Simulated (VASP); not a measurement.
# Mo: relaxation of cell and atoms with PBEsol

The system is Mo.

```
Mo
1.0
     2.75536    0.00000    0.00000
    -1.37768    2.38621    0.00000
     0.00000    0.00000    4.36033
Mo
2
Direct
  0.33333 0.66667 0.25000
  0.66667 0.33333 0.75000
```

This isn't the form of Mo at room conditions, which is bcc.

```yaml
Program: VASP 6.6.1
Task: relaxation of cell and atoms
Functional: PBEsol
Potentials_or_basis: VASP PAW PBE potentials, release 64 (Mo_sv)
Cutoff: 600 eV
k_mesh: 9 × 9 × 6
Occupations: gaussian, width 0.1 eV
Spin: no spin polarisation
Dipole_correction: no
Further_INCAR_settings: ALGO = Normal; EDIFF = 1e-06; IBRION = 2; EDIFFG = -0.05; NSW = 100; ISIF = 3
```

The relaxed volume is 15.60 Å³/atom and the relaxed cell is a = 2.732 Å, b = 2.732 Å, c = 4.826 Å, α = 90.00°, β = 90.00°, γ = 120.00°. The space group after relaxing (to 0.1 Å) is P6_3/mmc (No. 194) and the energy gained by relaxing is 120.3 meV/atom. The ionic steps are 16. The pressure after relaxing is 0.1 GPa and the band gap on the k mesh is zero (bands 14 and 15 overlap by 1.93 eV).

The path:
| step | energy change (eV) | largest force (eV/Å) | pressure (GPa) | volume (Å³) |
| --- | --- | --- | --- | --- |
| 1 | 0.0000 | 0.0000 | 23.55 | 28.67 |
| 2 | 0.7951 | 0.0000 | -34.69 | 38.33 |
| 3 | -0.1598 | 0.0000 | -1.69 | 31.21 |
| 4 | -0.1608 | 0.0000 | -0.10 | 31.02 |
| 5 | -0.1608 | 0.0000 | 0.31 | 30.97 |
| 6 | -0.1615 | 0.0000 | 0.30 | 30.97 |
| 7 | -0.1660 | 0.0000 | 0.26 | 30.99 |
| 8 | -0.1817 | 0.0000 | 0.38 | 31.02 |
| 9 | -0.2320 | 0.0000 | 1.01 | 31.03 |
| 10 | -0.1410 | 0.0000 | 5.60 | 30.92 |
| 11 | -0.2395 | 0.0000 | 1.52 | 31.02 |
| 12 | -0.2396 | 0.0000 | 1.63 | 31.02 |
| 13 | -0.2400 | 0.0000 | 1.10 | 31.09 |
| 14 | -0.2400 | 0.0000 | 0.94 | 31.11 |
| 15 | -0.2403 | 0.0000 | 0.68 | 31.14 |
| 16 | -0.2405 | 0.0000 | 0.11 | 31.20 |

Final structure:
```xyz
2
Lattice="2.7323 0.0000 0.0000 -1.3661 2.3662 0.0000 0.0000 0.0000 4.8260" Properties=species:S:1:pos:R:3 pbc="T T T"
Mo    0.0000    1.5775    1.2065
Mo    1.3661    0.7887    3.6195
```

Levels at points of the mesh, in eV from the Fermi level:
| k point | band 11 | band 12 | band 13 | band 14 | band 15 | band 16 | band 17 | band 18 |
| --- | --- | --- | --- | --- | --- | --- | --- | --- |
| (0.00, 0.00, 0.00) | -1.75 | -0.71 | -0.71 | -0.17 | -0.17 | 0.71 | 1.44 | 1.44 |
| (0.00, 0.00, 0.50) | -1.93 | -1.93 | -0.68 | -0.68 | -0.68 | -0.68 | 2.81 | 2.81 |

It took 2.8 min on 1 thread of Intel(R) Xeon(R) Platinum 8375C CPU @ 2.90GHz (Ice Lake), with other jobs on the host, peak memory 0.18 GiB.

Caveat: the PAW data sets were made with another functional, which shifts forces and pressure a little.
